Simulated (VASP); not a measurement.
Input of a VASP 6.6.1 run:

Contents of INCAR:

```
SYSTEM = W
PREC     = Accurate       ! precision mode
ENCUT    = 520            ! plane-wave cutoff, eV
EDIFF    = 1E-6           ! SCF threshold, eV
ISMEAR   = 1              ! smearing method
SIGMA    = 0.1            ! smearing width, eV
LREAL    = .FALSE.        ! projectors in reciprocal space
LASPH    = .TRUE.         ! aspherical terms in the spheres
NELM     = 100            ! most SCF steps
ALGO     = Normal         ! electronic algorithm
ISIF     = 2              ! what is computed and relaxed
LWAVE    = .FALSE.        ! write WAVECAR
LCHARG   = .FALSE.        ! write CHGCAR
GGA      = PS             ! functional
NBANDS   = 13             ! bands
```

File KPOINTS:

```
Automatic mesh
0
G
  36 36 36
  0 0 0
```

The input POSCAR:

```
W
1.0
   -1.5800000000      1.5800000000      1.5800000000
    1.5800000000     -1.5800000000      1.5800000000
    1.5800000000      1.5800000000     -1.5800000000
W
1
Direct
    0.0000000000      0.0000000000      0.0000000000
```

Potentials or basis: VASP PAW PBE potentials, release 64 (W_sv).

The run is started by

```bash
$ cat potpaw_PBE.64/W_sv/POTCAR > POTCAR
$ mpirun -np 1 vasp_std > vasp.out
```

**Question.** Predict the pressure.

**Answer.** -1.1 GPa.

**Question.** What does it give for the band gap on the k mesh?

**Answer.** Zero (band 7 reaches 16.55 eV, above the bottom of band 8 at 10.10 eV).

Caveat: the PAW data sets were made with another functional, which shifts forces and pressure a little; spin-orbit coupling is left out, which moves the levels of the heavy elements.
